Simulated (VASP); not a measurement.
Write the native input for VASP 6.6.1 that does the following.

| Item | Value |
| --- | --- |
| Task | single point |
| Functional | PBE |
| Potentials or basis | VASP PAW PBE potentials, release 64 (Cu, Na_pv) |
| Cutoff | 520 eV |
| k mesh | 5 × 5 × 1 |
| Occupations | gaussian, width 0.1 eV |
| Spin | no spin polarisation |
| Dipole correction | yes |
| Further INCAR settings | ALGO = Normal; EDIFF = 1e-06; NBANDS = 82 |

The structure of NaCu12 lies in POSCAR:

```
NaCu12
1.0
    5.1319544654      0.0000000000      0.0000000000
    0.0000000000      5.1319544654      0.0000000000
    0.0000000000      0.0000000000     19.0279314150
Cu Na
12 1
Direct
    0.2500000000      0.2500000000      0.2102172807
    0.2500000000      0.7500000000      0.2102172807
    0.7500000000      0.2500000000      0.2102172807
    0.7500000000      0.7500000000      0.2102172807
    0.0000000000      0.0000000000      0.3029241254
    0.0000000000      0.5000000000      0.3029241254
    0.5000000000      0.0000000000      0.3029241254
    0.5000000000      0.5000000000      0.3029241254
    0.2500000000      0.2500000000      0.3956253179
    0.2500000000      0.7500000000      0.3956253179
    0.7500000000      0.2500000000      0.3956253179
    0.7500000000      0.7500000000      0.3956253179
    0.2500000000      0.3333333333      0.5296051312
```

The input as run:

INCAR

```
  ALGO = Normal
  DIPOL = 0.5 0.5 0.320
  EDIFF = 1E-6
  ENCUT = 520
  GGA = PE
  IDIPOL = 3
  ISIF = 2
  ISMEAR = 0
  LASPH = T
  LCHARG = F
  LDIPOL = T
  LREAL = F
  LWAVE = F
  NBANDS = 82
  NELM = 80
  PREC = Accurate
  SIGMA = 0.1
```

KPOINTS

```
k-points
0
Gamma
  5 5 1
```

Potentials or basis: VASP PAW PBE potentials, release 64 (Cu, Na_pv).

Run with:

```bash
$ cat potpaw_PBE.64/Cu/POTCAR potpaw_PBE.64/Na_pv/POTCAR > POTCAR
$ mpirun -np 1 vasp_std > vasp.out
```

It gave:

* Largest force: 0.402 eV/Å
* Band gap on the k mesh: zero (an odd number of electrons rules out a gap without spin polarisation)

Wall time 20 min on 1 thread of Oxide Virtual Turin-like Processor, on a shared host, peak memory 0.62 GiB.
